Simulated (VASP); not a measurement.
The system is Be2PtF.

```
Be Pt F
1.0
     1.48843    0.85935    5.23769
    -1.48843    0.85935    5.23769
     0.00000   -1.71870    5.23769
Be Pt F
2 1 1
Direct
  0.22200 0.22200 0.22200
  0.77800 0.77800 0.77800
  0.00000 0.00000 0.00000
  0.50000 0.50000 0.50000
```

```yaml
Program: VASP 6.6.1
Task: relaxation of cell and atoms
Functional: PBE
Potentials_or_basis: VASP PAW PBE potentials, release 64 (Be, Pt, F)
Cutoff: 600 eV
k_mesh: 6 × 6 × 6
Occupations: gaussian, width 0.1 eV
Spin: no spin polarisation
```

At the start: pressure 8.4 GPa; volume 10.05 Å³/atom.

Task: Where does the relaxation end?

Result: Over 13 steps the energy falls by 448.5 meV/atom and the volume is 10.58 Å³/atom (+5.2 %); space group R-3m (No. 166, to 0.05 Å).

The path:
| step | energy change (eV) | largest force (eV/Å) | pressure (GPa) | volume (Å³) |
| --- | --- | --- | --- | --- |
| 1 | 0.0000 | 2.5792 | 8.35 | 40.20 |
| 2 | -0.6454 | 1.8817 | -1.34 | 43.32 |
| 3 | -0.9995 | 1.0483 | -8.39 | 47.16 |
| 4 | -1.0324 | 0.8639 | -9.72 | 48.50 |
| 5 | -1.3015 | 1.2799 | 4.90 | 44.84 |
| 6 | -1.3291 | 0.7103 | 0.88 | 45.62 |
| 7 | -1.5376 | 0.8408 | 0.41 | 45.06 |
| 8 | -1.6529 | 1.2116 | -0.04 | 43.96 |
| 9 | -1.7572 | 0.0668 | -4.91 | 43.75 |
| 10 | -1.7575 | 0.1283 | -4.75 | 43.76 |
| 11 | -1.7609 | 0.1115 | 6.27 | 40.66 |
| 12 | -1.7894 | 0.0289 | 0.56 | 42.12 |
| 13 | -1.7939 | 0.0175 | -0.17 | 42.30 |

Final structure:
```
Be Pt F
1.0
     1.37176    0.79199    6.48923
    -1.37176    0.79199    6.48923
     0.00000   -1.58398    6.48923
Be Pt F
2 1 1
Cartesian
  0.0000 0.0000 4.7237
  0.0000 0.0000 14.7439
  0.0000 0.0000 0.0000
  0.0000 0.0000 9.7338
```

Caveat: the k points lie up to 0.44 Å⁻¹ apart in the final cell; an odd number of electrons without spin polarisation forces a metal; a magnetic or distorted state may lie lower.
